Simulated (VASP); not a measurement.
Input of a VASP 6.6.1 run:

Contents of POSCAR:

```
Te
1.0
    4.6191776397      0.0000000000      0.0000000000
   -2.3095888198      4.0003251806      0.0000000000
    0.0000000000      0.0000000000      5.9075528207
Te
3
Direct
    0.2535521339      0.0000000000      0.1666666667
    0.0000000000      0.2535521339      0.8333333333
    0.7464478661      0.7464478661      0.5000000000
```

Contents of INCAR.step1:

```
ALGO = Normal ; EDIFF = 1E-4
ENCUT = 520 ; GGA = PE
ISMEAR = 0 ; LASPH = True
LCHARG = False ; LREAL = False
LWAVE = True ; NBANDS = 16
NELM = 80 ; PREC = Accurate
SIGMA = 0.02
```

INCAR.step2

```
ALGO = Normal ; EDIFF = 1E-6
ENCUT = 520 ; ISIF = 2
ISMEAR = 0 ; ISTART = 1
LASPH = True ; LCHARG = False
LMIXTAU = True ; LREAL = False
LWAVE = False ; METAGGA = R2SCAN
NBANDS = 16 ; NELM = 80
PREC = Accurate ; SIGMA = 0.02
```

KPOINTS

```
k-points
0
Gamma
  9 9 6
```

Potentials or basis: VASP PAW PBE potentials, release 64 (Te).

Run with:

```sh
$ cat potpaw_PBE.64/Te/POTCAR > POTCAR
$ cp INCAR.step1 INCAR
$ mpirun -np 1 vasp_std > vasp.out
$ cp INCAR.step2 INCAR
$ mpirun -np 1 vasp_std > vasp.out
```

Problem. What does it give for the pressure?

Solution. 0.0 GPa.

Problem. Predict the largest force.

Solution. 0.030 eV/Å.

Forces in eV/Å, atoms in the order of the input:
```
Te   0.030  0.000  0.000
Te  -0.015  0.026  0.000
Te  -0.015 -0.026  0.000
```

Caveat: the PAW data sets were made with another functional, which shifts forces and pressure a little.
